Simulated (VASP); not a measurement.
The system is BaTiO3.

```xyz
5
Lattice="3.9855 0.0000 0.0000 0.0000 2.8369 -2.8451 0.0000 2.8369 2.8451" Properties=species:S:1:pos:R:3 pbc="T T T"
Ba    0.0000    0.0000    0.0000
Ti    1.9928    2.8369    0.0706
O     0.0000    2.8369   -0.0717
O     1.9928    1.4565    1.4143
O     1.9928    4.2173    1.4143
```

| Quantity | Value |
| --- | --- |
| Program | VASP 6.6.1 |
| Task | relaxation of cell and atoms |
| Functional | LDA |
| Potentials or basis | VASP PAW LDA potentials, release 64 (Ba_sv, Ti_sv, O) |
| Cutoff | 600 eV |
| k mesh | 6 × 6 × 6 |
| Occupations | gaussian, width 0.01 eV |
| Spin | no spin polarisation |

At the start: pressure -6.8 GPa; volume 12.87 Å³/atom.

Q: Where does the relaxation end?

A: Over 11 steps the energy falls by 13.8 meV/atom and the volume is 12.41 Å³/atom (-3.6 %); space group Amm2 (No. 38, to 0.1 Å) before and after.

The path:
```tsv
step	energy change (eV)	largest force (eV/Å)	pressure (GPa)	volume (Å³)
1	0.0000	0.2992	-6.78	64.34
2	0.0128	0.3920	9.19	59.40
3	-0.0572	0.2043	0.15	61.92
4	-0.0572	0.2046	0.30	61.87
5	-0.0623	0.1497	0.27	61.88
6	-0.0676	0.0689	0.23	61.89
7	-0.0687	0.0508	-0.28	62.11
8	-0.0687	0.0522	-0.26	62.09
9	-0.0687	0.0213	0.42	61.92
10	-0.0689	0.0239	0.09	62.00
11	-0.0690	0.0089	0.03	62.04
```

Final structure:
```
Ba Ti O
1.0
     3.93962    0.00000    0.00000
     0.00000    2.80377   -2.80830
     0.00000    2.80377    2.80830
Ba Ti O
1 1 3
Direct
  0.00000 0.99572 0.00428
  0.50000 0.48540 0.51460
  0.00000 0.50594 0.49406
  0.50000 0.01095 0.49488
  0.50000 0.50512 0.98905
```
